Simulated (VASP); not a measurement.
# Al3Ni3N in VASP: a series of runs

Runs on Al3Ni3N. Level: PBEsol. Tasks: single point.

Everything below comes from runs of VASP 6.6.1. Logs are shortened: lines on timing, memory, paths and dates and some standing lists are left out, and cuts for length are marked.

### 1 The cell of the first run

The cell holds a slab with vacuum, 7 atoms: a = 2.862 Å, b = 2.862 Å, c = 26.155 Å, α = 90.00°, β = 90.00°, γ = 90.00°.

### 2 Single point, PBEsol

Contents of INCAR:

```
PREC = Accurate
ENCUT = 520
EDIFF = 1E-6
ISMEAR = 0
SIGMA = 0.1
LREAL = F
LASPH = T
NELM = 100
ALGO = Normal
ISIF = 2
LWAVE = F
LCHARG = F
LDIPOL = T
IDIPOL = 3
DIPOL = 0.5 0.5 0.490
GGA = PS
NBANDS = 31
```

Contents of KPOINTS:

```
Automatic mesh
0
Gamma
  10 10 1
```

Contents of POSCAR:

```
Al3Ni3N
1.0
    2.8621655562      0.0000000000      0.0000000000
    0.0000000000      2.8621655562      0.0000000000
    0.0000000000      0.0000000000     26.1554138905
Ni Al N
3 3 1
Direct
    0.5000000000      0.5000000000      0.3249805198
    0.5000000000      0.5000000000      0.4344097021
    0.5000000000      0.5000000000      0.5461082211
    0.0000000000      0.0000000000      0.3796951109
    0.0000000000      0.0000000000      0.4892465812
    0.0000000000      0.0000000000      0.5974673309
    0.0000000000      0.3333333333      0.6546822892
```

Potentials or basis: VASP PAW PBE potentials, release 64 (Ni, Al, N).

The run is started by

```
$ cat potpaw_PBE.64/Ni/POTCAR potpaw_PBE.64/Al/POTCAR potpaw_PBE.64/N/POTCAR > POTCAR
$ mpirun -np 1 vasp_std > vasp.out
```

OUTCAR:

```text
PREC = Accurate
   ENCUT = 520
   EDIFF = 1E-6
   ISMEAR = 0
   LREAL = F
   LASPH = T
   NELM = 100
   ISIF = 2
   GGA = PS

 ion  position               nearest neighbor table
   1  0.500  0.500  0.325-   4 2.48   4 2.48   4 2.48   4 2.48   2 2.86
   2  0.500  0.500  0.434-   4 2.48   4 2.48   4 2.48   4 2.48   5 2.48   5 2.48   5 2.48   5 2.48
                             1 2.86   3 2.92
   3  0.500  0.500  0.546-   6 2.43   6 2.43   6 2.43   6 2.43   5 2.51   5 2.51   5 2.51   5 2.51
                             2 2.92
   4  0.000  0.000  0.380-   1 2.48   1 2.48   1 2.48   1 2.48   2 2.48   2 2.48   2 2.48   2 2.48
                             5 2.87
   5  0.000  0.000  0.489-   2 2.48   2 2.48   2 2.48   2 2.48   3 2.51   3 2.51   3 2.51   3 2.51
                             6 2.83   4 2.87
   6  0.000  0.000  0.597-   7 1.77   7 2.42   3 2.43   3 2.43   3 2.43   3 2.43   5 2.83
   7  0.000  0.333  0.655-   6 1.77   6 2.42

  LATTYP: Found a simple tetragonal cell.
 ALAT       =     2.8621655562
 C/A-ratio  =     9.1383301828

  Lattice vectors:

 A1 = (   2.8621655562,   0.0000000000,   0.0000000000)
 A2 = (   0.0000000000,   2.8621655562,   0.0000000000)
 A3 = (   0.0000000000,   0.0000000000,  26.1554138905)

Analysis of symmetry for initial positions (statically):
=====================================================================
 Subroutine PRICEL returns:
 Original cell was already a primitive cell.

 Routine SETGRP: Setting up the symmetry group for a
 simple tetragonal supercell.

 Subroutine GETGRP returns: Found  2 space group operations
 (whereof  2 operations were pure point group operations)
 out of a pool of 16 trial point group operations.

The static configuration has the point symmetry C_1h.

Analysis of symmetry for dynamics (positions and initial velocities):
=====================================================================
 Subroutine PRICEL returns:
 Original cell was already a primitive cell.

 Routine SETGRP: Setting up the symmetry group for a
 simple tetragonal supercell.

 Subroutine GETGRP returns: Found  2 space group operations
 (whereof  2 operations were pure point group operations)
 out of a pool of 16 trial point group operations.

The dynamic configuration has the point symmetry C_1h.

 Subroutine INISYM returns: Found  2 space group operations
 (whereof  2 operations are pure point group operations),
 and found     1 'primitive' translations

[... 118 lines left out ...]
   EFERMI =   0.00;   METHOD = LEGACY
   ISMEAR =     0;   SIGMA  =   0.10  broadening in eV -4-tet -1-fermi 0-gaus
   EFERMI_NEDOS =   21; number of points for ismear=-14 and -15
   IALGO  =     38    algorithm
   IMIX   =      4    mixing-type and parameters
     AMIX     =   0.40;   BMIX     =  1.00
     AMIX_MAG =   1.60;   BMIX_MAG =  1.00
  volume/ion in A,a.u.               =      30.61       206.56
  Fermi-wavevector in a.u.,A,eV,Ry     =   0.965848  1.825188 12.692357  0.932862
  Thomas-Fermi vector in A             =   2.095599
   LORBIT       =      0    0 simple, 1 ext, 2 COOP (PROOUT), +10 PAW based schemes
   GGA     = PS    functional components
   LHFCALC =     F    Hartree Fock is set to
   AEXX    =    0.0000 exact exchange contribution
   IVDW    =     0    specifies the selected vdW correction
   LEPSILON=     F    determine dielectric tensor
   LRPA    =     F    only Hartree local field effects (RPA)
 non-spin polarized calculation
 Gauss-broadening in eV      SIGMA  =   0.10
  energy-cutoff  :      520.00
  volume of cell :      214.26
 maximum number of plane-waves:      5817
 NGX is ok and might be reduce to    24
   NGX = 11   NGY = 11   NGZ = 97

 dipolmoment           0.000000      0.000000     -0.000001 electrons x Angstroem

 number of electron      44.0000016 magnetization

 dipolmoment           0.000000      0.000000      0.166853 electrons x Angstroem

 Free energy of the ion-electron system (eV)
  ---------------------------------------------------
  ext. energy  EPLUGINS =         0.00000000
  ---------------------------------------------------
  free energy    TOTEN  =       -37.91576885 eV

  energy without entropy =      -37.88863252  energy(sigma->0) =      -37.90220068

 E-fermi :  -0.7535     XC(G=0):  -5.2663

 val. band max:       -0.7683141528   @ k =   0.0000   0.1000   0.0000
 cond. band min:      -0.7385610723   @ k =   0.3000   0.1000   0.0000
 fundamental gap:      0.0297530806
 Fermi energy:        -0.7535305979

 k-point     1 :       0.0000    0.0000    0.0000
  band No.  band energies     occupation
      1     -14.4463      2.00000
      2     -11.4506      2.00000
      3      -9.9785      2.00000
      4      -7.8480      2.00000
      5      -5.4931      2.00000
      6      -4.0654      2.00000
[... 805 lines left out ...]
     30       5.5535      0.00000
     31       6.1151      0.00000

 [... further k-points ...]

------------------------ aborting loop because EDIFF is reached ----------------------------------------

 vacuum level on the upper side and lower side of the slab       (xc-potential included)         1.446        -2.156

  FORCE on cell =-STRESS in cart. coord.  units (eV):
  Direction    XX          YY          ZZ          XY          YZ          ZX
  --------------------------------------------------------------------------------------
  -------------------------------------------------------------------------------------
  Total       -3.2481960     -3.6747948      0.3997478      0.0000000      2.8315354      0.0000000
  in kB      -24.2885570    -27.4784721      2.9891354      0.0000000     21.1729552      0.0000000
  external PRESSURE =     -16.2592979 kB  Pullay stress =       0.0000000 kB

 VOLUME and BASIS-vectors are now :
 -----------------------------------------------------------------------------
  energy-cutoff  :      520.00
  volume of cell :      214.26
      direct lattice vectors                 reciprocal lattice vectors
     2.862165556  0.000000000  0.000000000     0.349385799  0.000000000  0.000000000
     0.000000000  2.862165556  0.000000000     0.000000000  0.349385799  0.000000000
     0.000000000  0.000000000 26.155413891     0.000000000  0.000000000  0.038233002

 POSITION                                       TOTAL-FORCE (eV/Angst)
 -----------------------------------------------------------------------------------
      1.43108      1.43108      8.50000         0.000000      0.002340      0.735658
      1.43108      1.43108     11.36217         0.000000     -0.022096      0.330422
      1.43108      1.43108     14.28369         0.000000      0.066882     -1.032731
      0.00000      0.00000      9.93108         0.000000     -0.000266     -0.999875
      0.00000      0.00000     12.79645         0.000000     -0.028221      0.037664
      0.00000      0.00000     15.62701         0.000000     -1.865074      0.901226
      0.00000      0.95406     17.12349         0.000000      1.846435      0.027637
 -----------------------------------------------------------------------------------
    total drift:                                0.000000     -0.000145      0.001217

  FREE ENERGIE OF THE ION-ELECTRON SYSTEM (eV)
  ---------------------------------------------------
  free  energy   TOTEN  =       -37.9157688513 eV

  energy  without entropy=      -37.8886325166  energy(sigma->0) =      -37.90220068

 vacuum level on the upper side and lower side of the slab         7.361         3.688
```

OSZICAR:

```text
N       E                     dE             d eps       ncg     rms          rms(c)
[... 25 lines left out ...]
DAV:  26    -0.379160035118E+02    0.79683E-04   -0.22218E-05  3078   0.328E-02    0.104E-01
DAV:  27    -0.379159800694E+02    0.23442E-04   -0.50806E-06  2514   0.198E-02    0.988E-02
DAV:  28    -0.379159373774E+02    0.42692E-04   -0.45256E-06  1999   0.172E-02    0.891E-02
DAV:  29    -0.379158260840E+02    0.11129E-03   -0.30395E-05  2694   0.256E-02    0.586E-02
DAV:  30    -0.379158026565E+02    0.23428E-04   -0.95270E-06  2445   0.229E-02    0.473E-02
DAV:  31    -0.379157711632E+02    0.31493E-04   -0.29878E-05  2506   0.418E-02    0.275E-02
DAV:  32    -0.379157683832E+02    0.27799E-05   -0.37533E-05  2398   0.371E-02    0.155E-02
DAV:  33    -0.379157688513E+02   -0.46807E-06   -0.37351E-06  2153   0.141E-02
   1 F= -.37915769E+02 E0= -.37902201E+02  d E =-.271363E-01
```

Run time: 7.1 min. Hardware: 1 thread of Intel Xeon 6975P-C (Granite Rapids), shared host; peak memory 0.45 GiB.

What came out:

* Free energy: -37.9158 eV
* Largest force: 2.071 eV/Å
* Band gap on the k mesh: zero (bands 22 and 23 overlap by 0.61 eV)

Forces in eV/Å, atoms in the order of the input:
```
Ni   0.000  0.002  0.736
Ni   0.000 -0.022  0.330
Ni   0.000  0.067 -1.033
Al   0.000  0.000 -1.000
Al   0.000 -0.028  0.038
Al   0.000 -1.865  0.901
N    0.000  1.846  0.028
```

Caveat: the PAW data sets were made with another functional, which shifts forces and pressure a little; the run has no spin polarisation, though such a crystal can be magnetic.

### 3 Single point, PBEsol

Contents of INCAR:

```
SYSTEM = Al3Ni3N
PREC = Accurate
ENCUT = 520
EDIFF = 1E-6
ISMEAR = -1
SIGMA = 0.1
LREAL = .FALSE.
LASPH = .TRUE.
NELM = 100
ALGO = Normal
ISIF = 2
LWAVE = .FALSE.
LCHARG = .FALSE.
LDIPOL = .TRUE.
IDIPOL = 3
DIPOL = 0.5 0.5 0.490
GGA = PS
NBANDS = 31
```

Contents of KPOINTS:

```
Automatic mesh
0
G
  10 10 1
  0 0 0
```

POSCAR is that of step 2.

Potentials or basis: VASP PAW PBE potentials, release 64 (Ni, Al, N).

The run is started by

```
$ cat potpaw_PBE.64/Ni/POTCAR potpaw_PBE.64/Al/POTCAR potpaw_PBE.64/N/POTCAR > POTCAR
$ mpirun -np 1 vasp_std > vasp.out
```

It took 12 min on 1 thread of Intel Xeon 6975P-C (Granite Rapids), shared host; peak memory 0.44 GiB.

It converged, with:

- Free energy: -37.9814 eV
- Largest force: 2.085 eV/Å
- Band gap on the k mesh: zero (bands 22 and 23 overlap by 0.63 eV)

Forces in eV/Å, atoms in the order of the input:
```
Ni   0.000  0.001  0.729
Ni   0.000 -0.018  0.331
Ni   0.000  0.060 -1.024
Al   0.000 -0.001 -1.001
Al   0.000 -0.029  0.035
Al   0.000 -1.872  0.917
N    0.000  1.857  0.013
```

Levels at points of the mesh, in eV from the Fermi level:
```
           k point  band 18  band 19  band 20  band 21  band 22  band 23  band 24  band 25  band 26  band 27
(0.00, 0.00, 0.00)    -0.90    -0.83    -0.64    -0.56     0.38     0.74     0.85     3.04     4.79     5.82
(0.50, 0.00, 0.00)    -1.10    -0.88    -0.79    -0.75    -0.74    -0.24    -0.10     0.78     2.21     3.55
(0.00, 0.50, 0.00)    -1.10    -0.93    -0.79    -0.75    -0.72    -0.22     0.66     1.19     2.31     3.20
(0.50, 0.50, 0.00)    -1.04    -0.82    -0.47    -0.19     0.12     0.63     1.61     2.09     2.43     2.57
```

Caveat: the PAW data sets were made with another functional, which shifts forces and pressure a little; the run has no spin polarisation, though such a crystal can be magnetic. With open d or f shells a metallic result of PBEsol can be an artefact of self-interaction; +U or a hybrid may open a gap.
